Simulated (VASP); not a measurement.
A run of VASP 6.6.1 is set up as follows.

INCAR

```
SYSTEM = MgZn4O
  PREC = Accurate
  ENCUT = 600
  EDIFF = 1E-6
  ISMEAR = 0
  SIGMA = 0.2
  LREAL = .False.
  LASPH = .True.
  NELM = 80
  ALGO = Normal
  ISIF = 3
  LWAVE = .False.
  LCHARG = .False.
  GGA = PE
  IBRION = 2
  NSW = 36
  EDIFFG = -0.08
```

Contents of KPOINTS:

```
regular mesh
0
Gamma
  5 5 5
  0 0 0
```

POSCAR

```
MgZn4O
1.0
   -2.4546426300      2.4546426300      3.3497201100
    2.4546426300     -2.4546426300      3.3497201100
    2.4546426300      2.4546426300     -3.3497201100
Mg Zn O
1 4 1
Direct
    0.5000000000      0.5000000000      0.0000000000
    0.7045722600      0.7045722600      0.6626581000
    0.9580858300      0.2954277400      0.0000000000
    0.0419141700      0.0419141700      0.3373419000
    0.2954277400      0.9580858300      0.0000000000
    0.0000000000      0.0000000000      0.0000000000
```

Potentials or basis: VASP PAW PBE potentials, release 64 (Mg, Zn, O).

Run with:

```console
$ cat potpaw_PBE.64/Mg/POTCAR potpaw_PBE.64/Zn/POTCAR potpaw_PBE.64/O/POTCAR > POTCAR
$ mpirun -np 1 vasp_std > vasp.out
```

Task: Predict the band gap on the k mesh.

Result: Zero (bands 28 and 29 overlap by 0.25 eV).

Task: Predict the space group after relaxing (to 0.1 Å).

Result: I-42m (No. 121).

Task: Estimate the relaxed volume.

Result: 17.27 Å³/atom.

Stress tensor (GPa, compression positive):
```
-0.23  0.00  0.00
 0.00 -0.23  0.00
 0.00  0.00 -0.61
```

Caveat: the volume moved by over 15 % at a fixed basis, so the end points are rough; semilocal functionals underestimate gaps, so a narrow gap can read as zero.
